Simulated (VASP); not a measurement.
Crystal: Y.

```
CELL_PARAMETERS angstrom
3.65150 0.00000 0.00000
-1.82575 3.16229 0.00000
0.00000 0.00000 5.74740
ATOMIC_POSITIONS crystal
Y 0.33333 0.66667 0.25000
Y 0.66667 0.33333 0.75000
```

```yaml
Program: VASP 6.6.1
Task: relaxation of cell and atoms
Functional: PBEsol
Potentials_or_basis: VASP PAW PBE potentials, release 64 (Y_sv)
Cutoff: 600 eV
k_mesh: 18 × 18 × 10
Occupations: gaussian, width 0.1 eV
Spin: no spin polarisation
```

At the start: pressure -2.4 GPa; volume 33.18 Å³/atom.

Q: How do energy, volume and symmetry change on relaxing?

A: Over 7 steps the energy falls by 15.8 meV/atom and the volume is 31.26 Å³/atom (-5.8 %); space group P6_3/mmc (No. 194, to 0.1 Å) before and after.

Step by step:
```csv
step,energy change (eV),largest force (eV/Å),pressure (GPa),volume (Å³)
1,0.0000,0.0000,-2.37,66.37
2,-0.0304,0.0000,0.46,61.77
3,-0.0313,0.0000,0.04,62.39
4,-0.0313,0.0000,-0.05,62.47
5,-0.0315,0.0000,-0.03,62.49
6,-0.0316,0.0000,-0.04,62.51
7,-0.0316,0.0000,-0.04,62.51
```

Final structure:
```xyz
2
Lattice="3.5953 0.0000 0.0000 -1.7977 3.1137 0.0000 0.0000 0.0000 5.5843" Properties=species:S:1:pos:R:3 pbc="T T T"
Y     0.0000    2.0758    1.3961
Y     1.7977    1.0379    4.1882
```

Caveat: the PAW data sets were made with another functional, which shifts forces and pressure a little.
